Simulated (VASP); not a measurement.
# Ba: relaxation of volume and atoms at fixed shape with PBEsol

The system is Ba.

```
CELL_PARAMETERS angstrom
-2.50650 2.50650 2.50650
2.50650 -2.50650 2.50650
2.50650 2.50650 -2.50650
ATOMIC_POSITIONS crystal
Ba 0.00000 0.00000 0.00000
```

```json
{
  "Program": "VASP 6.6.1",
  "Task": "relaxation of volume and atoms at fixed shape",
  "Functional": "PBEsol",
  "Potentials or basis": "VASP PAW PBE potentials, release 64 (Ba_sv)",
  "Cutoff": "600 eV",
  "k mesh": "7 × 7 × 7",
  "Occupations": "gaussian, width 0.02 eV",
  "Spin": "no spin polarisation",
  "Dipole correction": "no",
  "Further INCAR settings": "ALGO = Normal; EDIFF = 1e-06; IBRION = 2; EDIFFG = -0.02; NSW = 50; ISIF = 8"
}
```

```
Relaxed volume                        : 59.38 Å³/atom
Relaxed cell                          : a = 4.257 Å, b = 4.257 Å, c = 4.257 Å, α = 109.47°, β = 109.47°, γ = 109.47°
Space group after relaxing (to 0.1 Å) : Im-3m (No. 229)
Energy gained by relaxing             : 5.6 meV/atom
Ionic steps                           : 4
Pressure after relaxing               : 0.0 GPa
Band gap on the k mesh                : zero (bands 5 and 6 overlap by 0.75 eV)
```

Step by step:
```
step  energy change (eV)  largest force (eV/Å)  pressure (GPa)  volume (Å³)
   1              0.0000                0.0000           -0.49        62.99
   2             -0.0041                0.0000           -0.28        61.25
   3             -0.0054                0.0000            0.09        58.78
   4             -0.0056                0.0000            0.01        59.38
```

Final structure:
```
Ba
1.0
    -2.45764    2.45764    2.45764
     2.45764   -2.45764    2.45764
     2.45764    2.45764   -2.45764
Ba
1
Direct
  0.00000 0.00000 0.00000
```

Levels at points of the mesh, in eV from the Fermi level:
```
           k point  band 1  band 2  band 3  band 4  band 5  band 6  band 7  band 8  band 9
(0.00, 0.00, 0.00)  -28.65  -13.55  -13.55  -13.55   -2.69    1.98    1.98    1.98    3.50
```

Run time: 28 s on 1 thread of Intel(R) Xeon(R) 6975P-C (Granite Rapids) (shared host), peak memory 0.2 GiB.

Caveat: the PAW data sets were made with another functional, which shifts forces and pressure a little; spin-orbit coupling is left out, which moves the levels of the heavy elements.
